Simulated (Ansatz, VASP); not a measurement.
# One calculation of NaI, two programs

File INCAR:

```
SYSTEM = NaI
  PREC = Accurate
  ENCUT = 520
  EDIFF = 1E-6
  ISMEAR = -1
  SIGMA = 0.02
  LREAL = .FALSE.
  LASPH = .TRUE.
  NELM = 100
  ALGO = Normal
  ISIF = 2
  LWAVE = .FALSE.
  LCHARG = .FALSE.
  GGA = PE
  NBANDS = 14
```

File KPOINTS:

```
Automatic mesh
0
G
  8 8 8
  0 0 0
```

The input POSCAR:

```
NaI
1.0
    0.0000000000      3.2297205453      3.2297205453
    3.2794582417      0.0000000000      3.2297205453
    3.2794582417      3.2297205453      0.0000000000
Na I
1 1
Direct
    0.0000000000      0.0000000000      0.0000000000
    0.5000000000      0.5000000000      0.5000000000
```

Input for Ansatz:

```yaml
crystal:
  lattice:
    - [0.0, 3.2297205453, 3.2297205453]
    - [3.2794582417, 0.0, 3.2297205453]
    - [3.2794582417, 3.2297205453, 0.0]
  atoms:
    - { symbol: Na, position: [0.0, 0.0, 0.0] }
    - { symbol: I, position: [0.5, 0.5, 0.5] }
kpoints:
  mp_grid: { grid: [8, 8, 8] }
  band_path:
    path:
      - [0.0, 0.0, 0.0]
      - [0.5, 0.0, 0.5]
      - [0.625, 0.25, 0.625]
      - [0.375, 0.375, 0.75]
      - [0.5, 0.5, 0.5]
      - [0.5, 0.25, 0.75]
    npoints: 1
hamiltonian:
  xc: pbe
scf:
  occupations: { method: fermi_dirac, width: 0.02 }
  n_extra_bands: 4
output:
  forces: true
  stress: true
  eigenvalues: true
```

Change from the starting cell: uniaxial_x strain +1.5%.

Alike in both runs: task single point; functional PBE; k mesh 8 × 8 × 8; occupations fermi-dirac, width 0.02 eV; no spin polarisation.

|  | VASP | Ansatz |
| --- | --- | --- |
| version | VASP 6.6.1 | Ansatz 0.2.0 |
| potentials or method | VASP PAW PBE potentials, release 64 (Na_pv, I) | plane waves, PAW |
| plane-wave cutoff (eV) | 520 | 420 |
| valence electrons in the cell | 14 | 26 |

```tsv
	VASP	Ansatz	Ansatz less VASP
gap on the k mesh at the Fermi level (eV)	3.61	3.61	+0.004
pressure (GPa)	0.3	0.3	-0.03
traceless stress, the component that is largest in VASP (GPa)	-0.24	-0.24	+0.001
```

With one functional, cell and mesh, what is left measures potentials, basis and numerics. VASP's potentials hold 14 valence electrons a cell and Ansatz's 26, so a difference there can come from the potentials and not from the codes.

Spin-orbit coupling is off throughout.
